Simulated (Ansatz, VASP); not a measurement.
## TiO2: VASP beside Ansatz

INCAR

```
SYSTEM = TiO2
PREC = Accurate
ENCUT = 520
EDIFF = 1E-7
ISMEAR = 0
SIGMA = 0.05
LREAL = .FALSE.
LASPH = .TRUE.
NELM = 150
ALGO = Normal
ISIF = 2
LWAVE = .FALSE.
LCHARG = .TRUE.
LMAXMIX = 4
LDAU = .TRUE.
LDAUTYPE = 2
LDAUL = 2 -1
LDAUU = 4 0
LDAUJ = 0 0
LDAUPRINT = 1
GGA = PE
LELF = .TRUE.
LVHAR = .TRUE.
NBANDS = 33
```

Contents of KPOINTS:

```
Automatic mesh
0
G
  6 6 10
  0 0 0
```

The input POSCAR:

```
TiO2
1.0
    4.6403824120      0.0000000000      0.0000000000
    0.0000000000      4.6403824120      0.0000000000
    0.0000000000      0.0000000000      3.0063836717
Ti O
2 4
Direct
    0.0000000000      0.0000000000      0.0333528906
    0.5000000000      0.5000000000      0.5333528906
    0.3056475955      0.3056475955     -0.0498938314
    0.1943524045      0.8056475955      0.4501061686
    0.6943524045      0.6943524045     -0.0498938314
    0.8056475955      0.1943524045      0.4501061686
```

Input for Ansatz:

```yaml
crystal:
  lattice:
    - [4.640382412, 0.0, 0.0]
    - [0.0, 4.640382412, 0.0]
    - [0.0, 0.0, 3.0063836717]
  atoms:
    - { symbol: Ti, position: [0.0, 0.0, 0.0333528906] }
    - { symbol: Ti, position: [0.5, 0.5, 0.5333528906] }
    - { symbol: O, position: [0.3056475955, 0.3056475955, -0.0498938314] }
    - { symbol: O, position: [0.1943524045, 0.8056475955, 0.4501061686] }
    - { symbol: O, position: [0.6943524045, 0.6943524045, -0.0498938314] }
    - { symbol: O, position: [0.8056475955, 0.1943524045, 0.4501061686] }
basis:
  ecutwfc: 420
kpoints:
  mp_grid: { grid: [6, 6, 10] }
hamiltonian:
  xc: pbe
  hubbard: { sites: [{ species: Ti, l: d, u_eff: 4.0 }] }
scf:
  occupations: { method: gaussian, width: 0.05 }
output:
  forces: true
  stress: true
  eigenvalues: true
```

Change from the starting cell: mode 8 (209.9 1/cm) frozen in, largest displacement +0.150 Å.

Alike in both runs: task single point; functional PBE; k mesh 6 × 6 × 10; occupations gaussian, width 0.05 eV; no spin polarisation; Hubbard terms Ti d U = 4.0 eV.

```csv
,VASP,Ansatz
version,VASP 6.6.1,Ansatz 0.2.0
potentials or method,"VASP PAW PBE potentials, release 64 (Ti_sv, O), cutoff 520 eV","scalar-relativistic, plane waves, PAW"
valence electrons in the cell,48,48
```

Ansatz gave:

```
gap on the k mesh at the Fermi level (eV)                     : 2.88
least direct gap on the mesh (eV)                             : 3.30
pressure (GPa)                                                : 8.2
traceless stress, the component that is largest in VASP (GPa) : 2.43
rms of the force components (eV/Å)                            : 0.836
```

Task: Estimate VASP's values.

Result: gap on the k mesh at the Fermi level (eV): 2.92; least direct gap on the mesh (eV): 3.37; pressure (GPa): 13.2; traceless stress, the component that is largest in VASP (GPa): 3.38; rms of the force components (eV/Å): 1.205.

The programs project onto different local orbitals, so the same U acts differently, and such runs can settle in different states. Atom by atom the forces differ by 0.369 eV/Å (rms over components).
